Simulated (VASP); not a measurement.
# In in VASP: further runs

The runs below take In through single point, with PBE.

Everything below comes from runs of VASP 6.6.1. Logs are shortened: lines on timing, memory, paths and dates and some standing lists are left out, and cuts for length are marked.

## Step 1: The cell of the first run

The structure is orthorhombic, space group Cmmm (No. 65). Conventional cell: a = 3.180 Å, b = 5.750 Å, c = 3.115 Å, α = 90.00°, β = 90.00°, γ = 90.00°. In (site symmetry mmm) has 8 In at 3.11 to 3.29 Å within 4.1 Å.

## Step 2: Single point, PBE

File INCAR:

```
PREC = Accurate
ENCUT = 520
EDIFF = 1E-7
ISMEAR = 0
SIGMA = 0.1
LREAL = F
LASPH = T
NELM = 100
ALGO = Fast
ISIF = 2
LWAVE = F
LCHARG = F
GGA = PE
NBANDS = 12
```

File KPOINTS:

```
Automatic mesh
0
Gamma
  6 6 6
```

File POSCAR:

```
In
1.0
    1.5900071491     -2.8751720888      0.0000000000
    1.5900071491      2.8751720888      0.0000000000
    0.0000000000      0.0000000000      3.1148122077
In
1
Direct
    0.0000000000      0.0000000000      0.0000000000
```

Potentials or basis: VASP PAW PBE potentials, release 64 (In_d).

Command:

```
$ cat potpaw_PBE.64/In_d/POTCAR > POTCAR
$ mpirun -np 1 vasp_std > vasp.out
```

OUTCAR:

```text
PREC = Accurate
   ENCUT = 520
   EDIFF = 1E-7
   ISMEAR = 0
   LREAL = F
   LASPH = T
   NELM = 100
   ISIF = 2
   GGA = PE

 ion  position               nearest neighbor table
   1  0.000  0.000  0.000-

  LATTYP: Found a base centered orthorhombic cell.
 ALAT       =     3.1800142982
 B/A-ratio  =     1.8082762020
 C/A-ratio  =     0.9794962901

  Lattice vectors:

 A1 = (   1.5900071491,  -2.8751720888,   0.0000000000)
 A2 = (   1.5900071491,   2.8751720888,   0.0000000000)
 A3 = (   0.0000000000,   0.0000000000,   3.1148122077)

Analysis of symmetry for initial positions (statically):
=====================================================================
 Subroutine PRICEL returns:
 Original cell was already a primitive cell.

 Routine SETGRP: Setting up the symmetry group for a
 base centered orthorhombic supercell.

 Subroutine GETGRP returns: Found  8 space group operations
 (whereof  8 operations were pure point group operations)
 out of a pool of  8 trial point group operations.

The static configuration has the point symmetry D_2h.

Analysis of symmetry for dynamics (positions and initial velocities):
=====================================================================
 Subroutine PRICEL returns:
 Original cell was already a primitive cell.

 Routine SETGRP: Setting up the symmetry group for a
 base centered orthorhombic supercell.

 Subroutine GETGRP returns: Found  8 space group operations
 (whereof  8 operations were pure point group operations)
 out of a pool of  8 trial point group operations.

The dynamic configuration has the point symmetry D_2h.

 Subroutine INISYM returns: Found  8 space group operations
 (whereof  8 operations are pure point group operations),
 and found     1 'primitive' translations

----------------------------------------------------------------------------------------

                                     Primitive cell

  volume of cell :      28.4790

  direct lattice vectors                    reciprocal lattice vectors
     1.590007149 -2.875172089  0.000000000     0.314463995 -0.173902634  0.000000000
     1.590007149  2.875172089  0.000000000     0.314463995  0.173902634  0.000000000
     0.000000000  0.000000000  3.114812208     0.000000000  0.000000000  0.321046642

  length of vectors
     3.285534549  3.285534549  3.114812208     0.359346254  0.359346254  0.321046642

  position of ions in fractional coordinates (direct lattice)
     0.000000000  0.000000000  0.000000000

  ion indices of the primitive-cell ions
   primitive index   ion index
                 1           1

----------------------------------------------------------------------------------------

 KPOINTS: Automatic mesh

Automatic generation of k-mesh.
 Grid dimensions read from file:
 generate k-points for:    6    6    6

 Generating k-lattice:

  Cartesian coordinates                     Fractional coordinates (reciprocal lattice)
     0.052410666 -0.028983772  0.000000000     0.166666667  0.000000000  0.000000000
     0.052410666  0.028983772  0.000000000     0.000000000  0.166666667  0.000000000
     0.000000000  0.000000000  0.053507774     0.000000000  0.000000000  0.166666667

  Length of vectors
     0.059891042  0.059891042  0.053507774

  Shift w.r.t. Gamma in fractional coordinates (k-lattice)
     0.000000000  0.000000000  0.000000000

 Subroutine IBZKPT returns following result:
 ===========================================

 Found     52 irreducible k-points:

 Following reciprocal coordinates:
            Coordinates               Weight
  0.000000  0.000000  0.000000      1.000000
  0.166667  0.000000  0.000000      4.000000
  0.333333  0.000000  0.000000      4.000000
  0.500000 -0.000000  0.000000      2.000000
  0.166667  0.166667  0.000000      2.000000
  0.333333  0.166667  0.000000      4.000000
[... 16 lines left out ...]
  0.333333  0.333333  0.166667      4.000000
  0.500000  0.333333  0.166667      8.000000
 [... further k-points ...]
   k-points           NKPTS =     52   k-points in BZ     NKDIM =     52   number of bands    NBANDS=     12
   number of dos      NEDOS =    301   number of ions     NIONS =      1
   total plane-waves  NPLWV =  13824
   dimension x,y,z NGX =    24 NGY =   24 NGZ =   24
   dimension x,y,z NGXF=    48 NGYF=   48 NGZF=   48
   ions per type =               1
   NGX,Y,Z   is equivalent  to a cutoff of  12.14, 12.14, 12.81 a.u.
   NGXF,Y,Z  is equivalent  to a cutoff of  24.29, 24.29, 25.62 a.u.
 SYSTEM =  unknown system
   PREC   = accura    normal or accurate (medium, high low for compatibility)
   ISTART =      0    job   : 0-new  1-cont  2-samecut
   ICHARG =      2    charge: 1-file 2-atom 10-const
   ISPIN  =      1    spin polarized calculation?
   LNONCOLLINEAR =      F non collinear calculations
   LSORBIT =      F    spin-orbit coupling
   LASPH  =      T    aspherical Exc in radial PAW
   ENCUT  =  520.0 eV  38.22 Ry    6.18 a.u.   6.11  6.11  5.79*2*pi/ulx,y,z
   NELM   =    100;   NELMIN=  2; NELMDL= -5     # of ELM steps
   EDIFF  = 0.1E-06   stopping-criterion for ELM
   LREAL  =      F    real-space projection
   EDIFFG = 0.1E-05   stopping-criterion for IOM
   NSW    =      0    number of steps for IOM
   IBRION =     -1    ionic relax: 0-MD 1-quasi-New 2-CG
   NFREE  =      0    steps in history (QN), initial steepest desc. (CG)
   ISIF   =      2    stress and relaxation
   ISYM   =      2    0-nonsym 1-usesym 2-fastsym
   POTIM  = 0.5000    time-step for ionic-motion
   TEBEG  =    0.0;   TEEND  =   0.0 temperature during run
   PSTRESS=    0.0 pullay stress
   NELECT =      13.0000    total number of electrons
   NUPDOWN=      -1.0000    fix difference up-down
   EMIN   =  10.00;   EMAX   =-10.00  energy-range for DOS
   EFERMI =   0.00;   METHOD = LEGACY
   ISMEAR =     0;   SIGMA  =   0.10  broadening in eV -4-tet -1-fermi 0-gaus
   EFERMI_NEDOS =   21; number of points for ismear=-14 and -15
   IALGO  =     68    algorithm
   IMIX   =      4    mixing-type and parameters
     AMIX     =   0.40;   BMIX     =  1.00
     AMIX_MAG =   1.60;   BMIX_MAG =  1.00
  volume/ion in A,a.u.               =      28.48       192.19
  Fermi-wavevector in a.u.,A,eV,Ry     =   1.260514  2.382026 21.618238  1.588896
  Thomas-Fermi vector in A             =   2.394020
   LORBIT       =      0    0 simple, 1 ext, 2 COOP (PROOUT), +10 PAW based schemes
   GGA     = PE    functional components
   LHFCALC =     F    Hartree Fock is set to
   AEXX    =    0.0000 exact exchange contribution
   IVDW    =     0    specifies the selected vdW correction
   LEPSILON=     F    determine dielectric tensor
   LRPA    =     F    only Hartree local field effects (RPA)
 non-spin polarized calculation
 RMM-DIIS sequential band-by-band and
 Gauss-broadening in eV      SIGMA  =   0.10
  energy-cutoff  :      520.00
  volume of cell :       28.48
 maximum number of plane-waves:       794
   NGX = 13   NGY = 13   NGZ = 11

 number of electron      12.9999994 magnetization

 Free energy of the ion-electron system (eV)
  ---------------------------------------------------
  ext. energy  EPLUGINS =         0.00000000
  ---------------------------------------------------
  free energy    TOTEN  =        -2.49471984 eV

  energy without entropy =       -2.49061674  energy(sigma->0) =       -2.49266829

 E-fermi :   6.5750     XC(G=0):  -9.8162

 val. band max:        6.5684436723   @ k =   0.5000   0.1667   0.5000
 cond. band min:       6.5816265372   @ k =  -0.3333   0.3333   0.0000
 fundamental gap:      0.0131828650
 Fermi energy:         6.5750407110

 k-point     1 :       0.0000    0.0000    0.0000
  band No.  band energies     occupation
      1      -8.3996      2.00000
      2      -8.1463      2.00000
      3      -8.0574      2.00000
      4      -7.7912      2.00000
      5      -7.7733      2.00000
      6      -2.5102      2.00000
      7      13.1661      0.00000
      8      15.3891      0.00000
      9      16.2362      0.00000
     10      16.5014      0.00000
     11      18.3664      0.00000
     12      19.3093      0.00000

 k-point     2 :       0.1667    0.0000    0.0000
  band No.  band energies     occupation
      1      -8.3519      2.00000
      2      -8.1138      2.00000
      3      -8.0233      2.00000
      4      -7.8214      2.00000
      5      -7.7966      2.00000
      6      -1.9341      2.00000
      7      12.1041      0.00000
      8      13.8252      0.00000
      9      13.9722      0.00000
     10      16.4060      0.00000
     11      17.0255      0.00000
     12      21.5323      0.00000

 k-point     3 :       0.3333    0.0000    0.0000
  band No.  band energies     occupation
      1      -8.3104      2.00000
      2      -8.1179      2.00000
      3      -7.9056      2.00000
      4      -7.8374      2.00000
      5      -7.8176      2.00000
      6      -0.1708      2.00000
      7       7.0915      0.00000
      8      12.1806      0.00000
      9      15.2824      0.00000
     10      15.6307      0.00000
     11      17.9976      0.00000
     12      23.7444      0.00000

 k-point     4 :       0.5000   -0.0000    0.0000
  band No.  band energies     occupation
      1      -8.3246      2.00000
      2      -8.0950      2.00000
      3      -7.9474      2.00000
      4      -7.8275      2.00000
      5      -7.7361      2.00000
      6       2.2961      2.00000
      7       3.4893      2.00000
      8      11.5041      0.00000
      9      14.9093      0.00000
     10      17.2982      0.00000
     11      19.0938      0.00000
     12      21.2885      0.00000

 k-point     5 :       0.1667    0.1667    0.0000
  band No.  band energies     occupation
      1      -8.2867      2.00000
      2      -8.1260      2.00000
      3      -7.9026      2.00000
      4      -7.8840      2.00000
      5      -7.8171      2.00000
      6      -0.7199      2.00000
      7       9.0797      0.00000
      8      10.6586      0.00000
      9      15.1137      0.00000
     10      17.6285      0.00000
     11      18.4549      0.00000
     12      20.3799      0.00000
[... 228 lines left out ...]
      1      -8.1876      2.00000
      2      -8.1317      2.00000
      3      -7.9307      2.00000
      4      -7.8902      2.00000
      5      -7.8564      2.00000
      6      -0.3986      2.00000
      7       9.3740      0.00000
      8      10.9790      0.00000
      9      11.4287      0.00000
     10      19.7818      0.00000
     11      20.2051      0.00000
     12      21.4380      0.00000

 k-point    22 :      -0.1667    0.1667    0.1667
  band No.  band energies     occupation
      1      -8.2677      2.00000
      2      -8.1322      2.00000
      3      -7.9779      2.00000
      4      -7.8776      2.00000
      5      -7.8223      2.00000
      6      -1.5234      2.00000
      7      10.1218      0.00000
      8      11.8555      0.00000
      9      15.2759      0.00000
     10      17.4814      0.00000
     11      20.8914      0.00000
     12      22.3137      0.00000

 k-point    23 :       0.3333    0.3333    0.1667
  band No.  band energies     occupation
      1      -8.0634      2.00000
      2      -7.9884      2.00000
      3      -7.9700      2.00000
      4      -7.9414      2.00000
      5      -7.9325      2.00000
      6       3.4934      2.00000
      7       5.8130      2.00000
      8       5.9094      2.00000
      9      14.8810      0.00000
     10      17.1021      0.00000
     11      17.2536      0.00000
     12      24.2977      0.00000

 k-point    24 :       0.5000    0.3333    0.1667
  band No.  band energies     occupation
      1      -8.2045      2.00000
      2      -8.0310      2.00000
      3      -7.9831      2.00000
      4      -7.8800      2.00000
      5      -7.8275      2.00000
      6       1.7142      2.00000
      7       5.4564      2.00000
      8       9.6863      0.00000
      9      13.2565      0.00000
     10      16.8710      0.00000
     11      19.8490      0.00000
     12      21.0300      0.00000

 [... further k-points ...]
[... 5 lines left out ...]
  --------------------------------------------------------------------------------------
  -------------------------------------------------------------------------------------
  Total        0.0292381     -0.0711924     -0.0405576      0.0000000      0.0000000      0.0000000
  in kB        1.6448838     -4.0051579     -2.2816953      0.0000000      0.0000000      0.0000000
  external PRESSURE =      -1.5473231 kB  Pullay stress =       0.0000000 kB

 VOLUME and BASIS-vectors are now :
 -----------------------------------------------------------------------------
  energy-cutoff  :      520.00
  volume of cell :       28.48
      direct lattice vectors                 reciprocal lattice vectors
     1.590007149 -2.875172089  0.000000000     0.314463995 -0.173902634  0.000000000
     1.590007149  2.875172089  0.000000000     0.314463995  0.173902634  0.000000000
     0.000000000  0.000000000  3.114812208     0.000000000  0.000000000  0.321046642

 POSITION                                       TOTAL-FORCE (eV/Angst)
 -----------------------------------------------------------------------------------
      0.00000      0.00000      0.00000         0.000000      0.000000      0.000000
 -----------------------------------------------------------------------------------
    total drift:                                0.000000     -0.000000      0.000000

  FREE ENERGIE OF THE ION-ELECTRON SYSTEM (eV)
  ---------------------------------------------------
  free  energy   TOTEN  =        -2.4947198369 eV

  energy  without entropy=       -2.4906167445  energy(sigma->0) =       -2.49266829
```

Wall time 5.4 s (1 thread of Intel Xeon 6975P-C (Granite Rapids), shared host); peak memory 0.14 GiB.

What came out:

```
Free energy : -2.4947 eV
Pressure    : -0.2 GPa
```

Stress tensor (GPa, compression positive):
```
 0.16  0.00  0.00
 0.00 -0.40  0.00
 0.00  0.00 -0.23
```

Levels at points of the mesh, in eV from the Fermi level:
```csv
k point,band 5,band 6,band 7,band 8,band 9,band 10
"(0.00, 0.00, 0.00)",-14.35,-9.09,6.59,8.81,9.66,9.93
"(0.50, 0.00, 0.00)",-14.31,-4.28,-3.09,4.93,8.33,10.72
"(0.50, 0.50, 0.00)",-14.33,-4.75,-3.23,5.86,9.26,10.30
"(0.00, 0.00, 0.50)",-14.51,-5.75,-3.48,11.88,12.87,13.77
"(0.50, 0.00, 0.50)",-14.19,-0.68,-0.55,0.23,4.20,7.62
"(0.50, 0.50, 0.50)",-14.21,-1.20,-0.68,-0.11,3.98,8.60
```

Caveat: the k points lie up to 0.38 Å⁻¹ apart; spin-orbit coupling is left out, which moves the levels of the heavy elements.

## Step 3: Single point, PBE

File INCAR:

```
PREC = Accurate
ENCUT = 520
EDIFF = 1E-6
ISMEAR = 0
SIGMA = 0.1
LREAL = False
LASPH = True
NELM = 100
ALGO = Fast
ISIF = 2
LWAVE = False
LCHARG = False
GGA = PE
NBANDS = 12
```

File KPOINTS:

```
regular mesh
0
Gamma
  21 21 18
```

File POSCAR:

```
In
1.0
    3.2583056547      0.0000000000      0.0000000000
   -1.6291528273      2.8217754703      0.0000000000
    0.0000000000      0.0000000000      3.1013026764
In
1
Direct
    0.0000000000      0.0000000000      0.0000000000
```

Potentials or basis: VASP PAW PBE potentials, release 64 (In_d).

Command:

```
$ cat potpaw_PBE.64/In_d/POTCAR > POTCAR
$ mpirun -np 1 vasp_std > vasp.out
```

Wall time 37 s (1 thread of Intel Xeon 6975P-C (Granite Rapids), shared host); peak memory 0.26 GiB.

It converged, with:

```yaml
Free_energy: -2.5121 eV
Pressure: 0.0 GPa
```

Levels at points of the mesh, in eV from the Fermi level:
```tsv
k point	band 5	band 6	band 7	band 8	band 9	band 10
(0.00, 0.00, 0.00)	-14.29	-9.01	6.80	9.23	9.23	10.12
(0.00, 0.00, 0.50)	-14.46	-5.62	-3.41	12.45	12.45	13.82
```

Caveat: spin-orbit coupling is left out, which moves the levels of the heavy elements.
